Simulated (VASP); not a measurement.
# CsGa (Pm-3m) in VASP: notebook

CsGa is run at these levels: PBE; tasks: relaxation of cell and atoms, single point.

Program: VASP 6.6.1. These are calculated values, not measurements. Logs are shortened: lines on timing, memory, paths and dates and some standing lists are left out, and cuts for length are marked.

## 1. The cell of the first run

The structure is cubic, space group Pm-3m (No. 221). The conventional cell has a = 4.015 Å, b = 4.015 Å, c = 4.015 Å, α = 90.00°, β = 90.00°, γ = 90.00°. Within 4.6 Å of Cs (site symmetry m-3m) lie 8 Ga at 3.48 Å and 6 Cs at 4.02 Å. Ga (site symmetry m-3m) has 8 Cs at 3.48 Å and 6 Ga at 4.02 Å within 4.6 Å.

## 2. Relaxation of cell and atoms, PBE

INCAR reads:

```
SYSTEM = CsGa
PREC = Accurate
ENCUT = 600
EDIFF = 1E-7
ISMEAR = 0
SIGMA = 0.1
LREAL = .False.
LASPH = .True.
NELM = 60
ALGO = Normal
ISIF = 3
LWAVE = .False.
LCHARG = .False.
GGA = PE
IBRION = 2
NSW = 90
EDIFFG = -0.04
```

KPOINTS reads:

```
regular mesh
0
Gamma
  4 4 4
  0 0 0
```

POSCAR reads:

```
CsGa
1.0
    4.0150241084      0.0000000000      0.0000000000
    0.0000000000      4.0150241084      0.0000000000
    0.0000000000      0.0000000000      4.0150241084
Cs Ga
1 1
Direct
    0.0000000000      0.0000000000      0.0000000000
    0.5000000000      0.5000000000      0.5000000000
```

Potentials or basis: VASP PAW PBE potentials, release 64 (Cs_sv, Ga_d).

Command:

```
> cat potpaw_PBE.64/Cs_sv/POTCAR potpaw_PBE.64/Ga_d/POTCAR > POTCAR
> mpirun -np 1 vasp_std > vasp.out
```

OUTCAR:

```text
SYSTEM = CsGa
   PREC = Accurate
   ENCUT = 600
   EDIFF = 1E-7
   ISMEAR = 0
   LREAL = .False.
   LASPH = .True.
   NELM = 60
   ISIF = 3
   GGA = PE
   IBRION = 2
   NSW = 90
   EDIFFG = -0.04

 ion  position               nearest neighbor table
   1  0.000  0.000  0.000-
   2  0.500  0.500  0.500-

  LATTYP: Found a simple cubic cell.
 ALAT       =     4.0150241084

  Lattice vectors:

 A1 = (   4.0150241084,   0.0000000000,   0.0000000000)
 A2 = (   0.0000000000,   4.0150241084,   0.0000000000)
 A3 = (   0.0000000000,   0.0000000000,   4.0150241084)

Analysis of symmetry for initial positions (statically):
=====================================================================
 Subroutine PRICEL returns:
 Original cell was already a primitive cell.

 Routine SETGRP: Setting up the symmetry group for a
 simple cubic supercell.

 Subroutine GETGRP returns: Found 48 space group operations
 (whereof 48 operations were pure point group operations)
 out of a pool of 48 trial point group operations.

The static configuration has the point symmetry O_h .

Analysis of symmetry for dynamics (positions and initial velocities):
=====================================================================
 Subroutine PRICEL returns:
 Original cell was already a primitive cell.

 Routine SETGRP: Setting up the symmetry group for a
 simple cubic supercell.

 Subroutine GETGRP returns: Found 48 space group operations
 (whereof 48 operations were pure point group operations)
 out of a pool of 48 trial point group operations.

The dynamic configuration has the point symmetry O_h .

 Subroutine INISYM returns: Found 48 space group operations
 (whereof 48 operations are pure point group operations),
 and found     1 'primitive' translations

----------------------------------------------------------------------------------------

                                     Primitive cell

  volume of cell :      64.7239

  direct lattice vectors                    reciprocal lattice vectors
     4.015024108  0.000000000  0.000000000     0.249064507  0.000000000  0.000000000
     0.000000000  4.015024108  0.000000000     0.000000000  0.249064507  0.000000000
     0.000000000  0.000000000  4.015024108     0.000000000  0.000000000  0.249064507

  length of vectors
     4.015024108  4.015024108  4.015024108     0.249064507  0.249064507  0.249064507

  position of ions in fractional coordinates (direct lattice)
     0.000000000  0.000000000  0.000000000
     0.500000000  0.500000000  0.500000000

  ion indices of the primitive-cell ions
   primitive index   ion index
                 1           1
                 2           2

----------------------------------------------------------------------------------------

 KPOINTS: regular mesh

Automatic generation of k-mesh.
 Grid dimensions read from file:
 generate k-points for:    4    4    4

 Generating k-lattice:

  Cartesian coordinates                     Fractional coordinates (reciprocal lattice)
     0.062266127  0.000000000  0.000000000     0.250000000  0.000000000  0.000000000
     0.000000000  0.062266127  0.000000000     0.000000000  0.250000000  0.000000000
     0.000000000  0.000000000  0.062266127     0.000000000  0.000000000  0.250000000

  Length of vectors
     0.062266127  0.062266127  0.062266127

  Shift w.r.t. Gamma in fractional coordinates (k-lattice)
     0.000000000  0.000000000  0.000000000

 Subroutine IBZKPT returns following result:
 ===========================================

 Found     10 irreducible k-points:

 Following reciprocal coordinates:
            Coordinates               Weight
  0.000000  0.000000  0.000000      1.000000
  0.250000  0.000000  0.000000      6.000000
  0.500000  0.000000  0.000000      3.000000
  0.250000  0.250000  0.000000     12.000000
  0.500000  0.250000  0.000000     12.000000
  0.500000  0.500000  0.000000      3.000000
  0.250000  0.250000  0.250000      8.000000
  0.500000  0.250000  0.250000     12.000000
  0.500000  0.500000  0.250000      6.000000
  0.500000  0.500000  0.500000      1.000000
   k-points           NKPTS =     10   k-points in BZ     NKDIM =     10   number of bands    NBANDS=     15
   number of dos      NEDOS =    301   number of ions     NIONS =      2
   total plane-waves  NPLWV =  32768
   dimension x,y,z NGX =    32 NGY =   32 NGZ =   32
   dimension x,y,z NGXF=    64 NGYF=   64 NGZF=   64
   ions per type =               1   1
   NGX,Y,Z   is equivalent  to a cutoff of  13.25, 13.25, 13.25 a.u.
   NGXF,Y,Z  is equivalent  to a cutoff of  26.50, 26.50, 26.50 a.u.
 SYSTEM =  CsGa
   PREC   = accura    normal or accurate (medium, high low for compatibility)
   ISTART =      0    job   : 0-new  1-cont  2-samecut
   ICHARG =      2    charge: 1-file 2-atom 10-const
   ISPIN  =      1    spin polarized calculation?
   LNONCOLLINEAR =      F non collinear calculations
   LSORBIT =      F    spin-orbit coupling
   LASPH  =      T    aspherical Exc in radial PAW
   ENCUT  =  600.0 eV  44.10 Ry    6.64 a.u.   8.02  8.02  8.02*2*pi/ulx,y,z
   NELM   =     60;   NELMIN=  2; NELMDL= -5     # of ELM steps
   EDIFF  = 0.1E-06   stopping-criterion for ELM
   LREAL  =      F    real-space projection
   EDIFFG = -.4E-01   stopping-criterion for IOM
   NSW    =     90    number of steps for IOM
   IBRION =      2    ionic relax: 0-MD 1-quasi-New 2-CG
   NFREE  =      1    steps in history (QN), initial steepest desc. (CG)
   ISIF   =      3    stress and relaxation
   ISYM   =      2    0-nonsym 1-usesym 2-fastsym
   POTIM  = 0.5000    time-step for ionic-motion
   TEBEG  =    0.0;   TEEND  =   0.0 temperature during run
   PSTRESS=    0.0 pullay stress
   NELECT =      22.0000    total number of electrons
   NUPDOWN=      -1.0000    fix difference up-down
   EMIN   =  10.00;   EMAX   =-10.00  energy-range for DOS
   EFERMI =   0.00;   METHOD = LEGACY
   ISMEAR =     0;   SIGMA  =   0.10  broadening in eV -4-tet -1-fermi 0-gaus
   EFERMI_NEDOS =   21; number of points for ismear=-14 and -15
   IALGO  =     38    algorithm
   IMIX   =      4    mixing-type and parameters
     AMIX     =   0.40;   BMIX     =  1.00
     AMIX_MAG =   1.60;   BMIX_MAG =  1.00
  volume/ion in A,a.u.               =      32.36       218.39
  Fermi-wavevector in a.u.,A,eV,Ry     =   1.142512  2.159035 17.760153  1.305334
  Thomas-Fermi vector in A             =   2.279210
   LORBIT       =      0    0 simple, 1 ext, 2 COOP (PROOUT), +10 PAW based schemes
   GGA     = PE    functional components
   LHFCALC =     F    Hartree Fock is set to
   AEXX    =    0.0000 exact exchange contribution
   IVDW    =     0    specifies the selected vdW correction
   LEPSILON=     F    determine dielectric tensor
   LRPA    =     F    only Hartree local field effects (RPA)
 conjugate gradient relaxation of ions
 non-spin polarized calculation
 Gauss-broadening in eV      SIGMA  =   0.10
  energy-cutoff  :      600.00
  volume of cell :       64.72
 maximum number of plane-waves:      2176
   NGX = 17   NGY = 17   NGZ = 17

--------------------------------------- Ionic step        1  -------------------------------------------

 number of electron      22.0000011 magnetization

 Free energy of the ion-electron system (eV)
  ---------------------------------------------------
  ext. energy  EPLUGINS =         0.00000000
  ---------------------------------------------------
  free energy    TOTEN  =        -2.78991991 eV

  energy without entropy =       -2.78289807  energy(sigma->0) =       -2.78640899

------------------------ aborting loop because EDIFF is reached ----------------------------------------

  FORCE on cell =-STRESS in cart. coord.  units (eV):
  Direction    XX          YY          ZZ          XY          YZ          ZX
  --------------------------------------------------------------------------------------
  -------------------------------------------------------------------------------------
  Total        1.8719361      1.8719361      1.8719361     -0.0000000      0.0000000     -0.0000000
  in kB       46.3379829     46.3379829     46.3379829     -0.0000000      0.0000000     -0.0000000
  external PRESSURE =      46.3379829 kB  Pullay stress =       0.0000000 kB

 VOLUME and BASIS-vectors are now :
 -----------------------------------------------------------------------------
  energy-cutoff  :      600.00
  volume of cell :       64.72
      direct lattice vectors                 reciprocal lattice vectors
     4.015024108  0.000000000  0.000000000     0.249064507  0.000000000  0.000000000
     0.000000000  4.015024108  0.000000000     0.000000000  0.249064507  0.000000000
     0.000000000  0.000000000  4.015024108     0.000000000  0.000000000  0.249064507

 POSITION                                       TOTAL-FORCE (eV/Angst)
 -----------------------------------------------------------------------------------
      0.00000      0.00000      0.00000         0.000000      0.000000      0.000000
      2.00751      2.00751      2.00751         0.000000      0.000000      0.000000
 -----------------------------------------------------------------------------------
    total drift:                                0.000000      0.000000     -0.000000

  FREE ENERGIE OF THE ION-ELECTRON SYSTEM (eV)
  ---------------------------------------------------
  free  energy   TOTEN  =        -2.7899199075 eV
[... 89 lines left out ...]
 VOLUME and BASIS-vectors are now :
 -----------------------------------------------------------------------------
  energy-cutoff  :      600.00
  volume of cell :      101.24
      direct lattice vectors                 reciprocal lattice vectors
     4.660756703  0.000000000 -0.000000000     0.214557434  0.000000000  0.000000000
    -0.000000000  4.660756703  0.000000000    -0.000000000  0.214557434 -0.000000000
    -0.000000000  0.000000000  4.660756703     0.000000000 -0.000000000  0.214557434

 POSITION                                       TOTAL-FORCE (eV/Angst)
 -----------------------------------------------------------------------------------
      0.00000      0.00000      0.00000         0.000000     -0.000000      0.000000
      2.33038      2.33038      2.33038        -0.000000      0.000000      0.000000
 -----------------------------------------------------------------------------------
    total drift:                                0.000000      0.000000     -0.000000

  FREE ENERGIE OF THE ION-ELECTRON SYSTEM (eV)
  ---------------------------------------------------
  free  energy   TOTEN  =        -3.0114091457 eV

  energy  without entropy=       -2.9995341330  energy(sigma->0) =       -3.00547164

--------------------------------------- Ionic step        5  -------------------------------------------

 number of electron      21.9999960 magnetization

 Free energy of the ion-electron system (eV)
  ---------------------------------------------------
  ext. energy  EPLUGINS =         0.00000000
  ---------------------------------------------------
  free energy    TOTEN  =        -3.04553373 eV

  energy without entropy =       -3.03501497  energy(sigma->0) =       -3.04027435

 E-fermi :   1.8581     XC(G=0):  -7.8551

 val. band max:        1.6824989148   @ k =   0.2500   0.2500   0.0000
 cond. band min:       1.8867429700   @ k =   0.5000   0.2500   0.2500
 fundamental gap:      0.2042440552
 Fermi energy:         1.8580596163

 k-point     1 :       0.0000    0.0000    0.0000
  band No.  band energies     occupation
      1     -20.6389      2.00000
      2     -13.3219      2.00000
      3     -13.3219      2.00000
      4     -13.3206      2.00000
      5     -13.3206      2.00000
      6     -13.3206      2.00000
      7      -7.3177      2.00000
      8      -7.3177      2.00000
      9      -7.3177      2.00000
     10      -4.2826      2.00000
     11       3.7955      0.00000
     12       3.7955      0.00000
     13       3.9342      0.00000
     14       3.9342      0.00000
     15       3.9342      0.00000

 k-point     2 :       0.2500    0.0000    0.0000
  band No.  band energies     occupation
      1     -20.6239      2.00000
      2     -13.3219      2.00000
      3     -13.3219      2.00000
      4     -13.3217      2.00000
      5     -13.3205      2.00000
      6     -13.3189      2.00000
      7      -7.6526      2.00000
      8      -7.2864      2.00000
      9      -7.2864      2.00000
     10      -3.8131      2.00000
     11       1.6822      1.98712
     12       3.6120      0.00000
     13       3.6120      0.00000
     14       4.1410      0.00000
     15       5.4213      0.00000
[... 155 lines left out ...]
 VOLUME and BASIS-vectors are now :
 -----------------------------------------------------------------------------
  energy-cutoff  :      600.00
  volume of cell :       90.09
      direct lattice vectors                 reciprocal lattice vectors
     4.482929458  0.000000000 -0.000000000     0.223068422  0.000000000  0.000000000
    -0.000000000  4.482929458  0.000000000    -0.000000000  0.223068422 -0.000000000
    -0.000000000  0.000000000  4.482929458     0.000000000 -0.000000000  0.223068422

 POSITION                                       TOTAL-FORCE (eV/Angst)
 -----------------------------------------------------------------------------------
      0.00000      0.00000      0.00000         0.000000     -0.000000      0.000000
      2.24146      2.24146      2.24146        -0.000000      0.000000      0.000000
 -----------------------------------------------------------------------------------
    total drift:                                0.000000      0.000000     -0.000000

  FREE ENERGIE OF THE ION-ELECTRON SYSTEM (eV)
  ---------------------------------------------------
  free  energy   TOTEN  =        -3.0455337317 eV

  energy  without entropy=       -3.0350149667  energy(sigma->0) =       -3.04027435

 reached required accuracy - stopping structural energy minimisation
```

Wall time 59 s (1 thread of Oxide Virtual Turin-like, shared host); peak memory 0.15 GiB.

What came out:

```
Free energy                           : -3.0455 eV
Relaxed volume                        : 45.05 Å³/atom
Relaxed cell                          : a = 4.483 Å, b = 4.483 Å, c = 4.483 Å, α = 90.00°, β = 90.00°, γ = 90.00°
Space group after relaxing (to 0.1 Å) : Pm-3m (No. 221)
Energy gained by relaxing             : 127.8 meV/atom
Ionic steps                           : 5
Pressure after relaxing               : -0.1 GPa
Band gap on the k mesh                : zero (bands 11 and 12 overlap by 2.72 eV)
```

The path:
| step | energy change (eV) | largest force (eV/Å) | pressure (GPa) | volume (Å³) |
| --- | --- | --- | --- | --- |
| 1 | 0.0000 | 0.0000 | 4.63 | 64.72 |
| 2 | -0.1742 | 0.0000 | 1.87 | 73.89 |
| 3 | -0.2410 | 0.0000 | 0.74 | 82.38 |
| 4 | -0.2215 | 0.0000 | -0.82 | 101.24 |
| 5 | -0.2556 | 0.0000 | -0.08 | 90.09 |

Final structure:
```cif
data_structure
_symmetry_space_group_name_H-M 'P 1'
_symmetry_Int_Tables_number 1
_cell_length_a 4.4829
_cell_length_b 4.4829
_cell_length_c 4.4829
_cell_angle_alpha 90.000
_cell_angle_beta 90.000
_cell_angle_gamma 90.000
_cell_volume 90.09
loop_
_atom_site_label
_atom_site_type_symbol
_atom_site_fract_x
_atom_site_fract_y
_atom_site_fract_z
_atom_site_occupancy
Cs1 Cs 0.00000 0.00000 0.00000 1
Ga1 Ga 0.50000 0.50000 0.50000 1
```

Caveat: the k points lie up to 0.35 Å⁻¹ apart in the final cell, too coarse for converged energies and pressures of a metal; the volume moved by over 15 % at a fixed basis, so the end points are rough; spin-orbit coupling is left out, which moves the levels of the heavy elements.

## 3. Single point, PBE

This run uses another cell than the first one, of 43.66 Å³/atom.

INCAR reads:

```
SYSTEM = CsGa
  PREC = Accurate
  ENCUT = 520
  EDIFF = 1E-7
  ISMEAR = 0
  SIGMA = 0.1
  LREAL = .FALSE.
  LASPH = .TRUE.
  NELM = 100
  ALGO = Normal
  ISIF = 2
  LWAVE = .FALSE.
  LCHARG = .FALSE.
  GGA = PE
  NBANDS = 18
```

KPOINTS reads:

```
regular mesh
0
G
  12 12 12
  0 0 0
```

POSCAR reads:

```
CsGa
1.0
    4.4364624308      0.0000000000      0.0000000000
    0.0000000000      4.4364624308      0.0000000000
    0.0000000000      0.0000000000      4.4364624308
Cs Ga
1 1
Direct
    0.0000000000      0.0000000000      0.0000000000
    0.5000000000      0.5000000000      0.5000000000
```

Potentials or basis: VASP PAW PBE potentials, release 64 (Cs_sv, Ga_d).

Command:

```
> cat potpaw_PBE.64/Cs_sv/POTCAR potpaw_PBE.64/Ga_d/POTCAR > POTCAR
> mpirun -np 1 vasp_std > vasp.out
```

OUTCAR:

```text
SYSTEM = CsGa
   PREC = Accurate
   ENCUT = 520
   EDIFF = 1E-7
   ISMEAR = 0
   LREAL = .FALSE.
   LASPH = .TRUE.
   NELM = 100
   ISIF = 2
   GGA = PE

 ion  position               nearest neighbor table
   1  0.000  0.000  0.000-
   2  0.500  0.500  0.500-

  LATTYP: Found a simple cubic cell.
 ALAT       =     4.4364624308

  Lattice vectors:

 A1 = (   4.4364624308,   0.0000000000,   0.0000000000)
 A2 = (   0.0000000000,   4.4364624308,   0.0000000000)
 A3 = (   0.0000000000,   0.0000000000,   4.4364624308)

Analysis of symmetry for initial positions (statically):
=====================================================================
 Subroutine PRICEL returns:
 Original cell was already a primitive cell.

 Routine SETGRP: Setting up the symmetry group for a
 simple cubic supercell.

 Subroutine GETGRP returns: Found 48 space group operations
 (whereof 48 operations were pure point group operations)
 out of a pool of 48 trial point group operations.

The static configuration has the point symmetry O_h .

Analysis of symmetry for dynamics (positions and initial velocities):
[... 153 lines left out ...]
  ---------------------------------------------------
  ext. energy  EPLUGINS =         0.00000000
  ---------------------------------------------------
  free energy    TOTEN  =        -3.07964958 eV

  energy without entropy =       -3.06663516  energy(sigma->0) =       -3.07314237

 E-fermi :   1.9296     XC(G=0):  -7.9753

 val. band max:        1.9213780836   @ k =   0.5000   0.5000   0.1667
 cond. band min:       1.9476726541   @ k =   0.4167   0.4167   0.0833
 fundamental gap:      0.0262945705
 Fermi energy:         1.9295992372

 k-point     1 :       0.0000    0.0000    0.0000
  band No.  band energies     occupation
      1     -20.4872      2.00000
      2     -13.1701      2.00000
      3     -13.1701      2.00000
      4     -13.1685      2.00000
      5     -13.1685      2.00000
      6     -13.1685      2.00000
[... 481 lines left out ...]
      5     -13.1669      2.00000
      6     -13.1610      2.00000
[... 10 lines left out ...]
     17       7.2773      0.00000
     18       8.1954      0.00000

 [... further k-points ...]
[... 5 lines left out ...]
  --------------------------------------------------------------------------------------
  -------------------------------------------------------------------------------------
  Total        0.0296468      0.0296468      0.0296468      0.0000000     -0.0000000     -0.0000000
  in kB        0.5439743      0.5439743      0.5439743      0.0000000     -0.0000000     -0.0000000
  external PRESSURE =       0.5439743 kB  Pullay stress =       0.0000000 kB

 VOLUME and BASIS-vectors are now :
 -----------------------------------------------------------------------------
  energy-cutoff  :      520.00
  volume of cell :       87.32
      direct lattice vectors                 reciprocal lattice vectors
     4.436462431  0.000000000  0.000000000     0.225404816  0.000000000  0.000000000
     0.000000000  4.436462431  0.000000000     0.000000000  0.225404816  0.000000000
     0.000000000  0.000000000  4.436462431     0.000000000  0.000000000  0.225404816

 POSITION                                       TOTAL-FORCE (eV/Angst)
 -----------------------------------------------------------------------------------
      0.00000      0.00000      0.00000         0.000000      0.000000      0.000000
      2.21823      2.21823      2.21823         0.000000      0.000000      0.000000
 -----------------------------------------------------------------------------------
    total drift:                                0.000000      0.000000      0.000000

  FREE ENERGIE OF THE ION-ELECTRON SYSTEM (eV)
  ---------------------------------------------------
  free  energy   TOTEN  =        -3.0796495826 eV

  energy  without entropy=       -3.0666351649  energy(sigma->0) =       -3.07314237
```

Run time: 1.7 min. Hardware: 1 thread of Oxide Virtual Turin-like, shared host; peak memory 0.26 GiB.

What came out:

```yaml
Free_energy: -3.0796 eV
Pressure: 0.1 GPa
Band_gap_on_the_k_mesh: zero (bands 11 and 12 overlap by 2.76 eV)
```

Caveat: spin-orbit coupling is left out, which moves the levels of the heavy elements.

The gap in the log of VASP goes by the Fermi energy; the results here count the filled bands.